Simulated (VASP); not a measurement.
MoPd2, 3 atoms in the cell. Symmetry: Immm, No. 71, orthorhombic system. Conventional cell: a = 2.801 Å, b = 4.021 Å, c = 8.389 Å, α = 90.00°, β = 90.00°, γ = 90.00°. Within 3.7 Å of Pd (site symmetry mm2) lie 7 Pd at 2.77 to 2.83 Å and 5 Mo at 2.81 to 2.82 Å. Within 3.7 Å of Mo (site symmetry mmm) lie 2 Mo at 2.80 Å and 10 Pd at 2.81 to 2.82 Å. 

- Program: VASP 6.6.1
- Task: single point
- Functional: PBEsol
- Potentials or basis: VASP PAW PBE potentials, release 64 (Pd, Mo_sv)
- Cutoff: 520 eV
- k mesh: 12 × 12 × 12
- Occupations: fermi-dirac, width 0.05 eV
- Spin: no spin polarisation
- Dipole correction: no
- Further INCAR settings: ALGO = Fast; EDIFF = 1e-06; NBANDS = 24

Potentials or basis: VASP PAW PBE potentials, release 64 (Pd, Mo_sv).

Launch:

```sh
$ cat potpaw_PBE.64/Pd/POTCAR potpaw_PBE.64/Mo_sv/POTCAR > POTCAR
$ mpirun -np 1 vasp_std > vasp.out
```

Hardware: 1 thread of Intel(R) Xeon(R) Platinum 8488C (Sapphire Rapids) (shared host).

Question: Estimate the wall time of this run.

Answer: It took 5.3 min on 1 thread of Intel(R) Xeon(R) Platinum 8488C (Sapphire Rapids), on a shared host, peak memory 0.44 GiB. Counts: scf iterations 14, k points 280.
